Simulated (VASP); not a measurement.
Crystal: TiC.

```
CELL_PARAMETERS angstrom
0.00000 2.18006 2.18006
2.18006 0.00000 2.18006
2.18006 2.18006 0.00000
ATOMIC_POSITIONS crystal
Ti 0.00000 0.00000 0.00000
C 0.50000 0.50000 0.50000
```

Base run:

```yaml
Program: VASP 6.6.1
Functional: PBE
Dispersion: D3(BJ)
Potentials_or_basis: VASP PAW PBE potentials, release 64 (Ti_sv, C)
Cutoff: 520 eV
k_mesh: 11 × 11 × 11
Occupations: fermi-dirac, width 0.05 eV
Spin: no spin polarisation
```

Its results: band gap on the k mesh zero (band 8 reaches 9.87 eV, above the bottom of band 9 at 8.78 eV); pressure -11.3 GPa.

Problem. The run is repeated on the same cell with these changes: functional from PBE to revPBE. What comes out?

Solution. Band gap on the k mesh zero (band 8 reaches 9.97 eV, above the bottom of band 9 at 8.86 eV); pressure -14.6 GPa.

Caveats: pairwise dispersion overbinds metals, which lowers pressure and volume; the PAW data sets were made with another functional, which shifts forces and pressure a little (some runs).
